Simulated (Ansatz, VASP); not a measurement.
Two plane-wave programs on CaI

INCAR

```
  PREC = Accurate
  ENCUT = 500
  EDIFF = 1E-6
  ISMEAR = -1
  SIGMA = 0.05
  LREAL = F
  LASPH = T
  NELM = 200
  ALGO = Normal
  ISIF = 2
  LWAVE = F
  LCHARG = F
  MAGMOM = 0 0 0 0 0 0
  LORBIT = 11
  LSORBIT = T
  GGA_COMPAT = F
  LORBMOM = T
  GGA = PS
  NBANDS = 29
```

KPOINTS

```
Automatic mesh
0
Gamma
  7 7 6
```

POSCAR

```
CaI
1.0
    4.1468204634      0.0000000000      0.0000000000
   -2.0734102317      3.5912518662      0.0000000000
    0.0000000000      0.0000000000      4.5762290000
I Ca
1 1
Direct
    0.6666666667      0.3333333333      0.0000000000
    0.0000000000      0.0000000000      0.5000000000
```

File input.yaml:

```yaml
crystal:
  lattice:
    - [4.1468204634, 0.0, 0.0]
    - [-2.0734102317, 3.5912518662, 0.0]
    - [0.0, 0.0, 4.576229]
  atoms:
    - { symbol: I, position: [0.6666666667, 0.3333333333, 0.0] }
    - { symbol: Ca, position: [0.0, 0.0, 0.5] }
hamiltonian:
  xc: pbesol
  pseudopotentials: { kind: paw_fr }
magnetization:
  noncollinear: true
  spin_orbit: true
kpoints:
  mp_grid: { grid: [7, 7, 6] }
  band_path:
    path:
      - [[0.0, 0.0, 0.0], [0.5, 0.0, 0.0], [0.3333333333, 0.3333333333, 0.0], [0.0, 0.0, 0.0], [0.0, 0.0, 0.5], [0.5, 0.0, 0.5], [0.3333333333, 0.3333333333, 0.5], [0.0, 0.0, 0.5]]
      - [[0.5, 0.0, 0.5], [0.5, 0.0, 0.0]]
      - [[0.3333333333, 0.3333333333, 0.0], [0.3333333333, 0.3333333333, 0.5]]
    npoints: 14
scf:
  occupations: { method: fermi_dirac, width: 0.05 }
  n_extra_bands: 6
output:
  forces: true
  stress: true
  eigenvalues: true
  fatbands: false
  write_density: true
  write_potential: true
  elf: true
  volumetric_format: npy
```

Alike in both runs: functional PBEsol; k mesh 7 × 7 × 6; occupations fermi-dirac, width 0.05 eV; non-collinear spin, spin-orbit coupling.

```csv
,VASP,Ansatz
version,VASP 6.6.1,Ansatz 0.2.0
potentials or method,"VASP PAW PBE potentials, release 64 (I, Ca_sv)",Ansatz PAW
plane-wave cutoff (eV),500,420
valence electrons in the cell,17,27
task,single point,band structure
```

Ansatz gave:

| Property | Result |
| --- | --- |
| pressure (GPa) | -1.7 |
| traceless stress, the component that is largest in VASP (GPa) | 0.22 |
| net moment per atom (μB) | 0.00 |

Problem. Estimate VASP's values.

Solution. Pressure (GPa): -1.7; traceless stress, the component that is largest in VASP (GPa): 0.23; net moment per atom (μB): 0.00.

VASP's potentials were made for PBE, not for PBEsol. VASP's potentials hold 17 valence electrons a cell and Ansatz's 27, so a difference there can come from the potentials and not from the codes.
